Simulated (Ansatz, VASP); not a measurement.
**S: VASP beside Ansatz**

```xyz
2
Lattice="3.5033 0.0000 0.0000 -1.7517 3.0339 0.0000 0.0000 0.0000 5.6860" Properties=species:S:1:pos:R:3 pbc="T T T"
S     0.0000    2.0226    1.4215
S     1.7517    1.0113    4.2645
```

Alike in both runs: task relaxation of cell and atoms; functional r2SCAN; k mesh 6 × 6 × 4; occupations gaussian, width 0.1 eV; no spin polarisation.

|  | VASP | Ansatz |
| --- | --- | --- |
| version | VASP 6.6.1 | Ansatz 0.2.0 |
| potentials or method | VASP PAW PBE potentials, release 64 (S), cutoff 600 eV | scalar-relativistic, plane waves, PAW |
| valence electrons in the cell | 12 | 12 |

```tsv
	VASP	Ansatz	Ansatz less VASP
gap on the k mesh at the Fermi level, each at its own relaxed structure (eV)	none	none	-
relaxed volume (Å³/atom)	16.55	16.61	+0.064
relaxed length of the cell vector where the two differ most in proportion (Å)	3.264	3.269	+0.0051
```

VASP's potentials were made for PBE, not for r2SCAN. A gap of «none» marks a metal or a gap that the smearing closes.

Noted on VASP's run: the volume moved by over 15 % at a fixed basis, so the end points are rough.
